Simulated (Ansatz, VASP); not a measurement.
# K: VASP beside Ansatz

```xyz
1
Lattice="-2.6699 2.6699 2.6699 2.6699 -2.6699 2.6699 2.6699 2.6699 -2.6699" Properties=species:S:1:pos:R:3 pbc="T T T"
K     0.0000    0.0000    0.0000
```

Alike in both runs: task single point; functional r2SCAN; k mesh 8 × 8 × 8; occupations gaussian, width 1 eV; no spin polarisation.

|  | VASP | Ansatz |
| --- | --- | --- |
| version | VASP 6.6.1 | Ansatz 0.2.0 |
| potentials or method | VASP PAW PBE potentials, release 64 (K_sv), cutoff 520 eV | plane waves (500 eV) with PAW, scalar-relativistic |
| valence electrons in the cell | 9 | 9 |

VASP gave:

| Item | Value |
| --- | --- |
| pressure (GPa) | 0.1 |

Question: What did Ansatz give for the same quantities?

Answer: Pressure (GPa): 0.2.

VASP's potentials were made for PBE, not for r2SCAN. The functional is the same, so the differences come from potentials, cutoffs and numerics.
